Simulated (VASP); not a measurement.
## InAs: single point with PBEsol

InAs:

```
CELL_PARAMETERS angstrom
0.00000 2.70297 2.96054
2.96054 0.00000 2.96054
2.96054 2.70297 0.00000
ATOMIC_POSITIONS crystal
In 0.00000 0.00000 0.00000
As 0.75000 0.75000 0.75000
```

This cell differs from its parent crystal: volume 23.691 Å^3 an atom, c/a of the conventional cell 0.9130.

```
Program                : VASP 6.6.1
Task                   : single point
Functional             : PBEsol
Potentials or basis    : VASP PAW PBE potentials, release 64 (In_d, As)
Cutoff                 : 520 eV
k mesh                 : 14 × 14 × 14
Occupations            : gaussian, width 0.15 eV
Spin                   : no spin polarisation
Dipole correction      : no
Further INCAR settings : ALGO = Normal; EDIFF = 1e-07; NBANDS = 16
```

```
Pressure               : 14.4 GPa
Band gap on the k mesh : 0.19 eV, direct
```

Stress tensor (GPa, compression positive):
```
13.91  0.00  0.00
 0.00 15.39  0.00
 0.00  0.00 13.91
```

Levels at points of the mesh, in eV from the valence-band top:
| k point | band 5 | band 6 | band 7 | band 8 | band 9 | band 10 | band 11 | band 12 | band 13 | band 14 |
| --- | --- | --- | --- | --- | --- | --- | --- | --- | --- | --- |
| (0.00, 0.00, 0.00) | -14.83 | -13.27 | -0.42 | -0.42 | 0.00 | 0.19 | 3.57 | 3.72 | 3.72 | 7.62 |
| (0.50, 0.00, 0.00) | -14.80 | -11.24 | -6.97 | -1.85 | -1.20 | 0.81 | 4.05 | 4.93 | 6.62 | 9.28 |
| (0.50, 0.50, 0.00) | -14.80 | -10.65 | -7.09 | -3.00 | -2.93 | 1.07 | 1.98 | 9.29 | 9.44 | 10.05 |
| (0.50, 0.00, 0.50) | -14.78 | -10.27 | -6.46 | -3.57 | -3.57 | 0.55 | 1.07 | 9.99 | 9.99 | 10.42 |

Run time: 2.7 min on 1 thread of Intel(R) Xeon(R) Platinum 8259CL CPU @ 2.50GHz (Skylake/Cascade Lake), with other jobs on the host, peak memory 0.32 GiB.

Caveat: the PAW data sets were made with another functional, which shifts forces and pressure a little; spin-orbit coupling is left out, which moves the levels of the heavy elements. A k mesh can miss the band edges.
